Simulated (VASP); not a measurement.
# Cu (P6_3/mmc) in VASP: a series of runs

Runs on Cu. Level: PBE. Tasks: relaxation of cell and atoms.

Everything below comes from runs of VASP 6.6.1. Logs are shortened: lines on timing, memory, paths and dates and some standing lists are left out, and cuts for length are marked.

## Step 1: The cell of the first run

The structure is hexagonal, space group P6_3/mmc (No. 194). Conventional cell: a = 2.439 Å, b = 2.439 Å, c = 7.972 Å, α = 90.00°, β = 90.00°, γ = 120.00°. Cu (site symmetry -3m) has 12 Cu at 2.44 Å within 3.2 Å. Within 3.2 Å of Cu (site symmetry -6m2) lie 12 Cu at 2.44 Å.

## Step 2: Relaxation of cell and atoms, PBE, target pressure 30 GPa, at which the enthalpy is minimised

Input file INCAR:

```
  PREC = Accurate
  ENCUT = 600
  EDIFF = 1E-6
  ISMEAR = 0
  SIGMA = 0.1
  LREAL = F
  LASPH = T
  NELM = 60
  ALGO = Fast
  ISIF = 3
  LWAVE = F
  LCHARG = F
  GGA = PE
  IBRION = 2
  NSW = 70
  EDIFFG = -0.008
  PSTRESS = 300.0
```

Input file KPOINTS:

```
regular mesh
0
Gamma
  18 18 6
```

Input file POSCAR:

```
Cu
1.0
    2.4392450714      0.0000000000      0.0000000000
   -1.2196225357      2.1124481979      0.0000000000
    0.0000000000      0.0000000000      7.9722746550
Cu
4
Direct
    0.0000000000      0.0000000000      0.0000000000
    0.3333333333      0.6666666667      0.2500000000
    0.0000000000      0.0000000000      0.5000000000
    0.6666666667      0.3333333333      0.7500000000
```

Potentials or basis: VASP PAW PBE potentials, release 64 (Cu).

On the command line:

```sh
$ cat potpaw_PBE.64/Cu/POTCAR > POTCAR
$ mpirun -np 1 vasp_std > vasp.out
```

OUTCAR:

```text
PREC = Accurate
   ENCUT = 600
   EDIFF = 1E-6
   ISMEAR = 0
   LREAL = F
   LASPH = T
   NELM = 60
   ISIF = 3
   GGA = PE
   IBRION = 2
   NSW = 70
   EDIFFG = -0.008
   PSTRESS = 300.0

 ion  position               nearest neighbor table
   1  0.000  0.000  0.000-   2 2.44   4 2.44   4 2.44   2 2.44   4 2.44   2 2.44
   2  0.333  0.667  0.250-   1 2.44   3 2.44   1 2.44   3 2.44   1 2.44   3 2.44
   3  0.000  0.000  0.500-   2 2.44   4 2.44   4 2.44   2 2.44   4 2.44   2 2.44
   4  0.667  0.333  0.750-   1 2.44   3 2.44   1 2.44   3 2.44   1 2.44   3 2.44

  LATTYP: Found a hexagonal cell.
 ALAT       =     2.4392450714
 C/A-ratio  =     3.2683368918

  Lattice vectors:

 A1 = (   2.4392450714,   0.0000000000,   0.0000000000)
 A2 = (  -1.2196225357,   2.1124481979,   0.0000000000)
 A3 = (   0.0000000000,   0.0000000000,   7.9722746550)

Analysis of symmetry for initial positions (statically):
=====================================================================
 Subroutine PRICEL returns:
 Original cell was already a primitive cell.

 Routine SETGRP: Setting up the symmetry group for a
 hexagonal supercell.

 Subroutine GETGRP returns: Found 24 space group operations
 (whereof 12 operations were pure point group operations)
 out of a pool of 24 trial point group operations.

The static configuration has the point symmetry D_3d.
 The point group associated with its full space group is D_6h.

Analysis of symmetry for dynamics (positions and initial velocities):
=====================================================================
 Subroutine PRICEL returns:
 Original cell was already a primitive cell.

 Routine SETGRP: Setting up the symmetry group for a
 hexagonal supercell.

 Subroutine GETGRP returns: Found 24 space group operations
 (whereof 12 operations were pure point group operations)
 out of a pool of 24 trial point group operations.

The dynamic configuration has the point symmetry D_3d.
 The point group associated with its full space group is D_6h.

 Subroutine INISYM returns: Found 24 space group operations
 (whereof 12 operations are pure point group operations),
 and found     1 'primitive' translations

----------------------------------------------------------------------------------------

                                     Primitive cell

  volume of cell :      41.0794

  direct lattice vectors                    reciprocal lattice vectors
     2.439245071  0.000000000  0.000000000     0.409962907  0.236692195  0.000000000
    -1.219622536  2.112448198  0.000000000     0.000000000  0.473384389  0.000000000
     0.000000000  0.000000000  7.972274655     0.000000000  0.000000000  0.125434715

  length of vectors
     2.439245071  2.439245071  7.972274655     0.473384389  0.473384389  0.125434715

  position of ions in fractional coordinates (direct lattice)
     0.000000000  0.000000000  0.000000000
     0.333333333  0.666666667  0.250000000
     0.000000000  0.000000000  0.500000000
     0.666666667  0.333333333  0.750000000

  ion indices of the primitive-cell ions
   primitive index   ion index
                 1           1
                 2           2
                 3           3
                 4           4

----------------------------------------------------------------------------------------

 KPOINTS: regular mesh

Automatic generation of k-mesh.
 Grid dimensions read from file:
 generate k-points for:   18   18    6

 Generating k-lattice:

  Cartesian coordinates                     Fractional coordinates (reciprocal lattice)
     0.022775717  0.013149566  0.000000000     0.055555556  0.000000000  0.000000000
     0.000000000  0.026299133  0.000000000     0.000000000  0.055555556  0.000000000
     0.000000000  0.000000000  0.020905786     0.000000000  0.000000000  0.166666667

  Length of vectors
     0.026299133  0.026299133  0.020905786

  Shift w.r.t. Gamma in fractional coordinates (k-lattice)
     0.000000000  0.000000000  0.000000000

 Subroutine IBZKPT returns following result:
 ===========================================

 Found    148 irreducible k-points:

 Following reciprocal coordinates:
            Coordinates               Weight
  0.000000  0.000000  0.000000      1.000000
  0.055556  0.000000  0.000000      6.000000
  0.111111  0.000000  0.000000      6.000000
  0.166667  0.000000  0.000000      6.000000
  0.222222  0.000000  0.000000      6.000000
  0.277778 -0.000000  0.000000      6.000000
[... 16 lines left out ...]
  0.333333  0.111111  0.000000     12.000000
  0.388889  0.111111  0.000000     12.000000
 [... further k-points ...]
   k-points           NKPTS =    148   k-points in BZ     NKDIM =    148   number of bands    NBANDS=     26
   number of dos      NEDOS =    301   number of ions     NIONS =      4
   total plane-waves  NPLWV =  25600
   dimension x,y,z NGX =    20 NGY =   20 NGZ =   64
   dimension x,y,z NGXF=    40 NGYF=   40 NGZF=  128
   ions per type =               4
   NGX,Y,Z   is equivalent  to a cutoff of  13.63, 13.63, 13.35 a.u.
   NGXF,Y,Z  is equivalent  to a cutoff of  27.26, 27.26, 26.69 a.u.
 SYSTEM =  unknown system
   PREC   = accura    normal or accurate (medium, high low for compatibility)
   ISTART =      0    job   : 0-new  1-cont  2-samecut
   ICHARG =      2    charge: 1-file 2-atom 10-const
   ISPIN  =      1    spin polarized calculation?
   LNONCOLLINEAR =      F non collinear calculations
   LSORBIT =      F    spin-orbit coupling
   LASPH  =      T    aspherical Exc in radial PAW
   ENCUT  =  600.0 eV  44.10 Ry    6.64 a.u.   4.87  4.87 15.92*2*pi/ulx,y,z
   NELM   =     60;   NELMIN=  2; NELMDL= -5     # of ELM steps
   EDIFF  = 0.1E-05   stopping-criterion for ELM
   LREAL  =      F    real-space projection
   EDIFFG = -.8E-02   stopping-criterion for IOM
   NSW    =     70    number of steps for IOM
   IBRION =      2    ionic relax: 0-MD 1-quasi-New 2-CG
   NFREE  =      1    steps in history (QN), initial steepest desc. (CG)
   ISIF   =      3    stress and relaxation
   ISYM   =      2    0-nonsym 1-usesym 2-fastsym
   POTIM  = 0.5000    time-step for ionic-motion
   TEBEG  =    0.0;   TEEND  =   0.0 temperature during run
   PSTRESS=  300.0 pullay stress
   NELECT =      44.0000    total number of electrons
   NUPDOWN=      -1.0000    fix difference up-down
   EMIN   =  10.00;   EMAX   =-10.00  energy-range for DOS
   EFERMI =   0.00;   METHOD = LEGACY
   ISMEAR =     0;   SIGMA  =   0.10  broadening in eV -4-tet -1-fermi 0-gaus
   EFERMI_NEDOS =   21; number of points for ismear=-14 and -15
   IALGO  =     68    algorithm
   IMIX   =      4    mixing-type and parameters
     AMIX     =   0.40;   BMIX     =  1.00
     AMIX_MAG =   1.60;   BMIX_MAG =  1.00
  volume/ion in A,a.u.               =      10.27        69.30
  Fermi-wavevector in a.u.,A,eV,Ry     =   1.675012  3.165313 38.173372  2.805664
  Thomas-Fermi vector in A             =   2.759706
   LORBIT       =      0    0 simple, 1 ext, 2 COOP (PROOUT), +10 PAW based schemes
   GGA     = PE    functional components
   LHFCALC =     F    Hartree Fock is set to
   AEXX    =    0.0000 exact exchange contribution
   IVDW    =     0    specifies the selected vdW correction
   LEPSILON=     F    determine dielectric tensor
   LRPA    =     F    only Hartree local field effects (RPA)
 conjugate gradient relaxation of ions
 non-spin polarized calculation
 RMM-DIIS sequential band-by-band and
 Gauss-broadening in eV      SIGMA  =   0.10
  energy-cutoff  :      600.00
  volume of cell :       41.08
 maximum number of plane-waves:      1410
 NGX is ok and might be reduce to    20
   NGX =  9   NGY =  9   NGZ = 31

--------------------------------------- Ionic step        1  -------------------------------------------

 number of electron      44.0000019 magnetization

 Free energy of the ion-electron system (eV)
  ---------------------------------------------------
  ext. energy  EPLUGINS =         0.00000000
  ---------------------------------------------------
  free energy    TOTEN  =       -14.29835317 eV

  energy without entropy =      -14.29172360  energy(sigma->0) =      -14.29503839

------------------------ aborting loop because EDIFF is reached ----------------------------------------

  FORCE on cell =-STRESS in cart. coord.  units (eV):
  Direction    XX          YY          ZZ          XY          YZ          ZX
  --------------------------------------------------------------------------------------
  -------------------------------------------------------------------------------------
  Total        8.8738575      8.8738575      8.8737782      0.0000000      0.0000000      0.0000000
  in kB      346.0981506    346.0981506    346.0950578      0.0000000      0.0000000      0.0000000
  external PRESSURE =      46.0971196 kB  Pullay stress =     300.0000000 kB
[... 185 lines left out ...]
  enthalpy is  TOTEN    =        -6.6080051043 eV   P V=        7.7251430874

--------------------------------------- Ionic step        6  -------------------------------------------

 number of electron      44.0000015 magnetization

 Free energy of the ion-electron system (eV)
  ---------------------------------------------------
  ext. energy  EPLUGINS =         0.00000000
  ---------------------------------------------------
  free energy    TOTEN  =       -14.35524599 eV

  energy without entropy =      -14.34856594  energy(sigma->0) =      -14.35190597

 E-fermi :   9.3244     XC(G=0): -13.5150

 val. band max:        9.3129632496   @ k =   0.2222   0.2222   0.0000
 cond. band min:       9.3368909548   @ k =   0.5000   0.0000   0.5000
 fundamental gap:      0.0239277052
 Fermi energy:         9.3243887550

 k-point     1 :       0.0000    0.0000    0.0000
  band No.  band energies     occupation
      1      -1.0598      2.00000
      2       1.2462      2.00000
      3       1.2548      2.00000
      4       3.4633      2.00000
      5       5.5602      2.00000
      6       5.5658      2.00000
[... 685 lines left out ...]
     25      15.4142      0.00000
     26      15.4755      0.00000

 [... further k-points ...]
[... 5 lines left out ...]
  --------------------------------------------------------------------------------------
  -------------------------------------------------------------------------------------
  Total        7.7339400      7.7339400      7.7355681      0.0000000      0.0000000      0.0000000
  in kB      299.4969918    299.4969918    299.5600401      0.0000000      0.0000000      0.0000000
  external PRESSURE =      -0.4819921 kB  Pullay stress =     300.0000000 kB
[... 19 lines left out ...]
  FREE ENERGIE OF THE ION-ELECTRON SYSTEM (eV)
  ---------------------------------------------------
  free  energy   TOTEN  =       -14.3552459939 eV

  energy  without entropy=      -14.3485659419  energy(sigma->0) =      -14.35190597

  enthalpy is  TOTEN    =        -6.6083168016 eV   P V=        7.7469291923

 reached required accuracy - stopping structural energy minimisation
```

Wall time 5.3 min (1 thread of AMD EPYC 9R45 (Zen 5), shared host); peak memory 0.24 GiB.

Results:

| Quantity | Value |
| --- | --- |
| Free energy | -14.3552 eV |
| Relaxed volume | 10.34 Å³/atom |
| Relaxed cell | a = 2.445 Å, b = 2.445 Å, c = 7.991 Å, α = 90.00°, β = 90.00°, γ = 120.00° |
| Space group after relaxing (to 0.05 Å) | P6_3/mmc (No. 194) |
| Energy change on relaxing (the enthalpy is what falls) | -14.2 meV/atom |
| Ionic steps | 6 |
| Pressure after relaxing | 30.0 GPa |
| Band gap on the k mesh | zero (band 22 reaches 12.98 eV, above the bottom of band 23 at 7.39 eV) |

The path:
| step | energy change (eV) | largest force (eV/Å) | pressure (GPa) | volume (Å³) |
| --- | --- | --- | --- | --- |
| 1 | 0.0000 | 0.0000 | 34.61 | 41.08 |
| 2 | -0.2927 | 0.0000 | 21.02 | 42.86 |
| 3 | -0.0768 | 0.0000 | 29.41 | 41.48 |
| 4 | -0.0684 | 0.0000 | 29.51 | 41.43 |
| 5 | -0.0348 | 0.0000 | 30.93 | 41.26 |
| 6 | -0.0569 | 0.0000 | 29.95 | 41.37 |

Final structure:
```cif
data_structure
_symmetry_space_group_name_H-M 'P 1'
_symmetry_Int_Tables_number 1
_cell_length_a 2.4450
_cell_length_b 2.4450
_cell_length_c 7.9912
_cell_angle_alpha 90.000
_cell_angle_beta 90.000
_cell_angle_gamma 120.000
_cell_volume 41.37
loop_
_atom_site_label
_atom_site_type_symbol
_atom_site_fract_x
_atom_site_fract_y
_atom_site_fract_z
_atom_site_occupancy
Cu1 Cu 0.00000 0.00000 0.00000 1
Cu2 Cu 0.33333 0.66667 0.25000 1
Cu3 Cu 0.00000 0.00000 0.50000 1
Cu4 Cu 0.66667 0.33333 0.75000 1
```

Caveat: the cell is relaxed towards a set pressure, so the enthalpy falls and the energy may rise.

## Step 3: Relaxation of cell and atoms, PBE, target pressure 15 GPa, at which the enthalpy is minimised

This run uses another cell than the first one, of 10.95 Å³/atom, 1.066 times its volume.

Input file INCAR:

```
SYSTEM = Cu
PREC = Accurate
ENCUT = 600
EDIFF = 1E-6
ISMEAR = 0
SIGMA = 0.1
LREAL = .False.
LASPH = .True.
NELM = 100
ALGO = Fast
ISIF = 3
LWAVE = .False.
LCHARG = .False.
GGA = PE
IBRION = 2
NSW = 70
EDIFFG = -0.008
PSTRESS = 150.0
```

Input file KPOINTS:

```
regular mesh
0
Gamma
  18 18 6
  0 0 0
```

Input file POSCAR:

```
Cu
1.0
    2.4918343975      0.0000000000      0.0000000000
   -1.2459171988      2.1579918902      0.0000000000
    0.0000000000      0.0000000000      8.1427846235
Cu
4
Direct
    0.0000000000      0.0000000000      0.0000000000
    0.3333333333      0.6666666667      0.2500000000
    0.0000000000      0.0000000000      0.5000000000
    0.6666666667      0.3333333333      0.7500000000
```

Potentials or basis: VASP PAW PBE potentials, release 64 (Cu).

On the command line:

```sh
$ cat potpaw_PBE.64/Cu/POTCAR > POTCAR
$ mpirun -np 1 vasp_std > vasp.out
```

It took 4.4 min on 1 thread of AMD EPYC 9R45 (Zen 5), shared host; peak memory 0.25 GiB.

Results (log left out):

| Item | Value |
| --- | --- |
| Free energy | -14.7239 eV |
| Relaxed volume | 11.01 Å³/atom |
| Relaxed cell | a = 2.497 Å, b = 2.497 Å, c = 8.159 Å, α = 90.00°, β = 90.00°, γ = 120.00° |
| Space group after relaxing (to 0.05 Å) | P6_3/mmc (No. 194) |
| Energy change on relaxing (the enthalpy is what falls) | -6.3 meV/atom |
| Ionic steps | 4 |
| Pressure after relaxing | 15.0 GPa |
| Band gap on the k mesh | zero (band 22 reaches 11.98 eV, above the bottom of band 23 at 6.61 eV) |

The path:
| step | energy change (eV) | largest force (eV/Å) | pressure (GPa) | volume (Å³) |
| --- | --- | --- | --- | --- |
| 1 | 0.0000 | 0.0000 | 16.71 | 43.79 |
| 2 | -0.0671 | 0.0000 | 13.25 | 44.53 |
| 3 | -0.0215 | 0.0000 | 15.14 | 44.01 |
| 4 | -0.0250 | 0.0000 | 15.04 | 44.04 |

Final structure:
```xyz
4
Lattice="2.4967 0.0000 0.0000 -1.2484 2.1622 0.0000 0.0000 0.0000 8.1587" Properties=species:S:1:pos:R:3 pbc="T T T"
Cu    2.4967    0.0000    0.0000
Cu    0.0000    1.4415    2.0397
Cu    2.4967    0.0000    4.0793
Cu    1.2484    0.7207    6.1190
```

Levels at points of the mesh, in eV from the Fermi level:
```tsv
k point	band 20	band 21	band 22	band 23	band 24	band 25
(0.00, 0.00, 0.00)	-2.02	-2.02	-1.71	-1.71	-1.18	4.15
(0.50, 0.00, 0.00)	-1.54	-0.71	0.36	1.06	1.66	5.00
(0.00, 0.00, 0.50)	-2.34	-1.84	-1.84	-1.84	-1.84	7.34
(0.50, 0.00, 0.50)	-1.56	0.05	0.05	1.44	1.44	5.48
```

Caveat: the cell is relaxed towards a set pressure, so the enthalpy falls and the energy may rise.

## Step 4: Relaxation of cell and atoms, PBE, target pressure 8 GPa, at which the enthalpy is minimised

This run uses another cell than the first one, of 11.36 Å³/atom, 1.106 times its volume.

Input file INCAR:

```
SYSTEM = Cu
PREC = Accurate ; ENCUT = 600
EDIFF = 1E-6 ; ISMEAR = 0
SIGMA = 0.1 ; LREAL = .False.
LASPH = .True. ; NELM = 80
ALGO = Fast ; ISIF = 3
LWAVE = .False. ; LCHARG = .False.
GGA = PE ; IBRION = 2
NSW = 70 ; EDIFFG = -0.008
PSTRESS = 80.0
```

Input file KPOINTS:

```
Automatic mesh
0
Gamma
  18 18 6
  0 0 0
```

Input file POSCAR:

```
Cu
1.0
    2.5227923281      0.0000000000      0.0000000000
   -1.2613961641      2.1848022446      0.0000000000
    0.0000000000      0.0000000000      8.2428437006
Cu
4
Direct
    0.0000000000      0.0000000000      0.0000000000
    0.3333333333      0.6666666667      0.2500000000
    0.0000000000      0.0000000000      0.5000000000
    0.6666666667      0.3333333333      0.7500000000
```

On the command line:

```sh
$ cat potpaw_PBE.64/Cu/POTCAR > POTCAR
$ mpirun -np 1 vasp_std > vasp.out
```

It took 3.5 min on 1 thread of AMD EPYC 9R45 (Zen 5), shared host; peak memory 0.25 GiB.

Results (log left out):

- Free energy: -14.8385 eV
- Relaxed volume: 11.41 Å³/atom
- Relaxed cell: a = 2.527 Å, b = 2.527 Å, c = 8.256 Å, α = 90.00°, β = 90.00°, γ = 120.00°
- Space group after relaxing (to 0.05 Å): P6_3/mmc (No. 194)
- Energy change on relaxing (the enthalpy is what falls): -2.9 meV/atom
- Ionic steps: 3
- Pressure after relaxing: 8.0 GPa
- Band gap on the k mesh: zero (band 22 reaches 11.44 eV, above the bottom of band 23 at 6.19 eV)

Step by step:
| step | energy change (eV) | largest force (eV/Å) | pressure (GPa) | volume (Å³) |
| --- | --- | --- | --- | --- |
| 1 | 0.0000 | 0.0000 | 9.06 | 45.43 |
| 2 | -0.0247 | 0.0000 | 7.13 | 45.93 |
| 3 | -0.0115 | 0.0000 | 8.05 | 45.65 |

Final structure:
```yaml
crystal:
  lattice:
    - [2.52680, 0.00000, 0.00000]
    - [-1.26340, 2.18827, 0.00000]
    - [0.00000, 0.00000, 8.25585]
  atoms:
    - { symbol: Cu, position: [0.00000, 0.00000, 0.00000] }
    - { symbol: Cu, position: [0.33333, 0.66667, 0.25000] }
    - { symbol: Cu, position: [0.00000, 0.00000, 0.50000] }
    - { symbol: Cu, position: [0.66667, 0.33333, 0.75000] }
```

Levels at points of the mesh, in eV from the Fermi level:
```tsv
k point	band 19	band 20	band 21	band 22	band 23	band 24	band 25	band 26
(0.00, 0.00, 0.00)	-2.13	-1.96	-1.96	-1.67	-1.67	-1.07	3.97	12.77
(0.50, 0.00, 0.00)	-1.52	-1.51	-0.63	0.41	1.03	1.62	4.80	4.81
(0.00, 0.00, 0.50)	-2.26	-2.26	-1.79	-1.79	-1.79	-1.79	7.13	7.13
(0.50, 0.00, 0.50)	-1.53	-1.53	0.07	0.07	1.41	1.41	5.30	5.30
```

Caveat: the cell is relaxed towards a set pressure, so the enthalpy falls and the energy may rise.

## Step 5: Overview

| cell | gap on the mesh (eV) | pressure (GPa) |
| --- | --- | --- |
| relaxed to 30 GPa from a = 2.439, b = 2.439, c = 7.972 Å, angles 90.0, 90.0, 120.0°, 4 atoms | none | 30.0 |
| relaxed to 15 GPa from a = 2.492, b = 2.492, c = 8.143 Å, angles 90.0, 90.0, 120.0°, 4 atoms | none | 15.0 |
| relaxed to 8 GPa from a = 2.523, b = 2.523, c = 8.243 Å, angles 90.0, 90.0, 120.0°, 4 atoms | none | 8.0 |

Alike in all rows: task relaxation of cell and atoms; level PBE; potentials or basis VASP PAW PBE potentials, release 64 (Cu); no spin polarisation; k mesh 18 × 18 × 6; cutoff (eV) 600; smearing gaussian 0.1 eV.

Caveats: the cell is relaxed towards a set pressure, so the enthalpy falls and the energy may rise.

Total energies depend on the potentials used, so only differences within one code and one set of settings carry meaning.
